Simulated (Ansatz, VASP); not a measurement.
ZrS: VASP beside Ansatz

Contents of POSCAR:

```
ZrS
1.0
    0.0000000000      2.6250000000      2.6250000000
    2.6250000000      0.0000000000      2.6250000000
    2.6250000000      2.6250000000      0.0000000000
Zr S
1 1
Direct
    0.0000000000      0.0000000000      0.0000000000
    0.5000000000      0.5000000000      0.5000000000
```

INCAR.step1

```
SYSTEM = ZrS
PREC = Accurate
ENCUT = 600
ISMEAR = 0
SIGMA = 0.1
LREAL = .FALSE.
LASPH = .TRUE.
NELM = 100
GGA = PE
ALGO = Normal
EDIFF = 1E-4
LWAVE = .TRUE.
LCHARG = .FALSE.
```

File INCAR.step2:

```
SYSTEM = ZrS
PREC = Accurate
ENCUT = 600
EDIFF = 1E-6
ISMEAR = 0
SIGMA = 0.1
LREAL = .FALSE.
LASPH = .TRUE.
NELM = 100
ALGO = Normal
ISIF = 3
LWAVE = .FALSE.
LCHARG = .FALSE.
METAGGA = R2SCAN
LMIXTAU = .TRUE.
IBRION = 2
NSW = 80
EDIFFG = -0.01
ISTART = 1
```

KPOINTS

```
Automatic mesh
0
G
  14 14 14
  0 0 0
```

Input for Ansatz:

```yaml
crystal:
  lattice:
    - [0.0, 2.625, 2.625]
    - [2.625, 0.0, 2.625]
    - [2.625, 2.625, 0.0]
  atoms:
    - { symbol: Zr, position: [0.0, 0.0, 0.0] }
    - { symbol: S, position: [0.5, 0.5, 0.5] }
basis:
  ecutwfc: 500
kpoints:
  mp_grid: { grid: [14, 14, 14] }
hamiltonian:
  xc: r2scan
scf:
  occupations: { method: gaussian, width: 0.1 }
output:
  forces: true
  stress: true
  eigenvalues: true
relax:
  adjacent_minimum: "off"
  f_tol: 0.01
  max_steps: 60
  cell: { stress_tol: 0.05 }
```

Alike in both runs: task relaxation of cell and atoms; functional r2SCAN; k mesh 14 × 14 × 14; occupations gaussian, width 0.1 eV; no spin polarisation.

|  | VASP | Ansatz |
| --- | --- | --- |
| version | VASP 6.6.1 | Ansatz 0.2.0 |
| potentials or method | VASP PAW PBE potentials, release 64 (Zr_sv, S), cutoff 600 eV | scalar-relativistic, plane waves, PAW |
| valence electrons in the cell | 18 | 18 |

VASP gave:

| Quantity | Value |
| --- | --- |
| gap on the k mesh at the Fermi level, each at its own relaxed structure (eV) | none |
| relaxed volume (Å³/atom) | 17.83 |
| relaxed cell length with the largest relative difference (Å) | 3.694 |

Which values does Ansatz return?

gap on the k mesh at the Fermi level, each at its own relaxed structure (eV): none; relaxed volume (Å³/atom): 17.83; relaxed cell length with the largest relative difference (Å): 3.695.

VASP's potentials were made for PBE, not for r2SCAN. A gap of «none» marks a metal or a gap that the smearing closes.

Noted on VASP's run: too few bands were computed for a metal, which touches its energy and stress.
